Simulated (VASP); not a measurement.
Wanted: the native input for a VASP 6.6.1 run.

```yaml
Task: single point
Functional: PBE
Potentials_or_basis: VASP PAW PBE potentials, release 64 (Zr_sv, S)
Cutoff: 500 eV
k_mesh: 6 × 6 × 4
Occupations: gaussian, width 0.01 eV
Spin: no spin polarisation
Dipole_correction: no
Further_INCAR_settings: ALGO = Normal; EDIFF = 1e-06; NBANDS = 19
```

The structure of ZrS2 lies in POSCAR:

```
ZrS2
1.0
    3.6743990828      0.0000000000      0.0000000000
   -1.8371995414      3.1821229494      0.0000000000
    0.0000000000      0.0000000000      5.8568562426
Zr S
1 2
Direct
    0.0000000000      0.0000000000      0.0000000000
    0.3333333333      0.6666666667      0.2462324613
    0.6666666667      0.3333333333      0.7537675387
```

One way to write it, as run:

INCAR

```
PREC = Accurate ; ENCUT = 500
EDIFF = 1E-6 ; ISMEAR = 0
SIGMA = 0.01 ; LREAL = F
LASPH = T ; NELM = 120
ALGO = Normal ; ISIF = 2
LWAVE = F ; LCHARG = F
GGA = PE ; NBANDS = 19
GGA_COMPAT = F
```

KPOINTS

```
regular mesh
0
Gamma
  6 6 4
```

Potentials or basis: VASP PAW PBE potentials, release 64 (Zr_sv, S).

The run is started by

```console
$ cat potpaw_PBE.64/Zr_sv/POTCAR potpaw_PBE.64/S/POTCAR > POTCAR
$ mpirun -np 1 vasp_std > vasp.out
```

Results of the run:

| Property | Result |
| --- | --- |
| Pressure | 1.3 GPa |
| Largest force | 0.038 eV/Å |
| Band gap on the k mesh | 0.88 eV (least direct gap 1.50 eV) |

Caveat: this functional lacks dispersion, which binds the layers, so the pressure and a relaxed spacing across them are unreliable.

Wall time 44 s on 1 thread of Intel Xeon 8259CL, with other jobs on the host, peak memory 0.19 GiB.
